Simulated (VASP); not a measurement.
Runs of VASP 6.6.1 on TlCl. The structure is cubic, space group Pm-3m (No. 221). The conventional cell has a = 3.839 Å, b = 3.839 Å, c = 3.839 Å, α = 90.00°, β = 90.00°, γ = 90.00°. Within 4.4 Å of Tl (site symmetry m-3m) lie 8 Cl at 3.32 Å and 6 Tl at 3.84 Å. Within 4.4 Å of Cl (site symmetry m-3m) lie 8 Tl at 3.32 Å and 6 Cl at 3.84 Å. 

| level | k mesh | cutoff (eV) | smearing | grid for exact exchange (PRECFOCK) | share of exact exchange | screening parameter | gap on the mesh (eV) | pressure (GPa) |
| --- | --- | --- | --- | --- | --- | --- | --- | --- |
| PBE-based screened hybrid with 30 % exact exchange | 4 × 4 × 4 | 400 | gaussian 0.01 eV | Normal | 0.3 | 0.3 1/Å | (a) | 0.8 |
| PBEsol | 4 × 4 × 4 | 500 | gaussian 0.01 eV | - | - | - | 1.94 | -1.4 |
| PBEsol | 4 × 4 × 4, shifted | 500 | gaussian 0.01 eV | - | - | - | 3.54 | -1.5 |
| PBEsol | 4 × 4 × 4 | 500 | methfessel-paxton 0.001 eV | - | - | - | 1.94 | -1.4 |
| PBEsol | 4 × 4 × 4 | 500 | gaussian 0.05 eV | - | - | - | 1.94 | -1.4 |

Alike in all rows: task single point; potentials or basis VASP PAW PBE potentials, release 64 (Tl_d, Cl); no spin polarisation; cell as given.

Q: Fill in the values left out.

A: (a) 2.79.

Caveats: the PAW data sets were made with another functional, which shifts forces and pressure a little; spin-orbit coupling is left out, which moves the levels of the heavy elements; a shifted mesh leaves out Γ, where band edges can lie (at least some runs).

A k mesh can miss the band edges, and the runs leave out spin-orbit coupling on Tl.
